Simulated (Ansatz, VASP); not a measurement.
**ZrO2 in VASP and in Ansatz**

```
Zr O
1.0
     3.58468    0.00000    0.00000
     0.00000    3.58468    0.00000
     0.00000    0.00000    5.17880
Zr O
2 4
Direct
  0.00000 0.00000 0.00000
  0.50000 0.50000 0.50000
  0.00000 0.50000 0.20114
  0.00000 0.50000 0.70114
  0.50000 0.00000 0.29886
  0.50000 0.00000 0.79886
```

Alike in both runs: functional PBEsol; k mesh 8 × 8 × 6; occupations fermi-dirac, width 0.02 eV; no spin polarisation.

Ansatz relaxed the structure, and its values are those at the end. VASP's run is a single point on that final structure, the one shown.

|  | VASP | Ansatz |
| --- | --- | --- |
| version | VASP 6.6.1 | Ansatz 0.2.0 |
| potentials or method | VASP PAW PBE potentials, release 64 (Zr_sv, O), cutoff 600 eV | PAW plane waves |
| valence electrons in the cell | 48 | 48 |

```csv
,VASP,Ansatz,Ansatz less VASP
gap on the k mesh at the Fermi level (eV),4.00,4.02,+0.013
pressure (GPa),0.3,0.0,-0.31
rms of the force components (eV/Å),0.014,0.000,-0.0140
```

VASP's potentials were made for PBE, not for PBEsol, and Ansatz warns of the same on its side. With one functional, cell and mesh, what is left measures potentials, basis and numerics.
